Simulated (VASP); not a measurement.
Runs of VASP 6.6.1 on Be2C. The structure is that of space group Fm-3m (No. 225), or close to it. The cells are those of the table. 

```csv
cell,gap on the mesh (eV),pressure (GPa)
"a = 2.950 Å, angles 60.0°, 3 atoms",(b),27.4
"a = 3.105 Å, angles 60.0°, 3 atoms",1.14,(a)
"a = 3.154 Å, angles 60.0°, 3 atoms",1.11,-15.4
"a = 3.004 Å, angles 60.0°, 3 atoms",1.18,12.9
"a = 3.055 Å, angles 60.0°, 3 atoms",1.16,(c)
```

Alike in all rows: task single point; level PBE; potentials or basis VASP PAW PBE potentials, release 64 (Be, C); no spin polarisation; k mesh 6 × 6 × 6; cutoff (eV) 600; smearing gaussian 0.01 eV.

Task: Estimate the missing entries.

Result: (a) -7.9; (b) 1.20; (c) 1.3.

Caveats: some runs use coarse meshes.

A k mesh can miss the band edges.
